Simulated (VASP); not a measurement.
Input of a VASP 6.6.1 run:

POSCAR

```
AlN
1.0
    3.0332270978      0.0000000000      0.0000000000
   -1.5166135489      2.6268517221      0.0000000000
    0.0000000000      0.0000000000      5.2269000000
Al N
2 2
Direct
    0.3333333333      0.6666666667      0.0000000000
    0.6666666667      0.3333333333      0.5000000000
    0.3333333333      0.6666666667      0.3850000000
    0.6666666667      0.3333333333      0.8850000000
```

Contents of INCAR.step1:

```
ALGO = Normal
EDIFF = 1E-4
ENCUT = 520
GGA = PE
ISMEAR = 0
LASPH = True
LCHARG = False
LREAL = False
LWAVE = True
NBANDS = 16
NELM = 100
PREC = Accurate
SIGMA = 0.05
```

Contents of INCAR.step2:

```
ALGO = Normal
EDIFF = 1E-6
ENCUT = 520
ISIF = 2
ISMEAR = 0
ISTART = 1
LASPH = True
LCHARG = True
LELF = True
LMIXTAU = True
LREAL = False
LVHAR = True
LWAVE = False
METAGGA = R2SCAN
NBANDS = 16
NELM = 100
PREC = Accurate
SIGMA = 0.05
```

Contents of KPOINTS:

```
k-points
0
Gamma
  12 12 6
```

Potentials or basis: VASP PAW PBE potentials, release 64 (Al, N).

Launch:

```bash
$ cat potpaw_PBE.64/Al/POTCAR potpaw_PBE.64/N/POTCAR > POTCAR
$ cp INCAR.step1 INCAR
$ mpirun -np 1 vasp_std > vasp.out
$ cp INCAR.step2 INCAR
$ mpirun -np 1 vasp_std > vasp.out
```

Q: What does it give for the pressure?

A: 2.0 GPa.

Q: What does it give for the largest force?

A: 0.767 eV/Å.

Q: Estimate the band gap on the k mesh.

A: 4.87 eV.

Forces in eV/Å, atoms in the order of the input:
```
Al   0.000  0.000  0.767
Al   0.000  0.000  0.767
N    0.000  0.000 -0.767
N    0.000  0.000 -0.767
```

Caveat: the cell differs from its parent crystal (strain -0.025 along x and y, +0.050 along z); the stress differs along the axes, from -18 to 12 GPa; the PAW data sets were made with another functional, which shifts forces and pressure a little. A k mesh can miss the band edges.
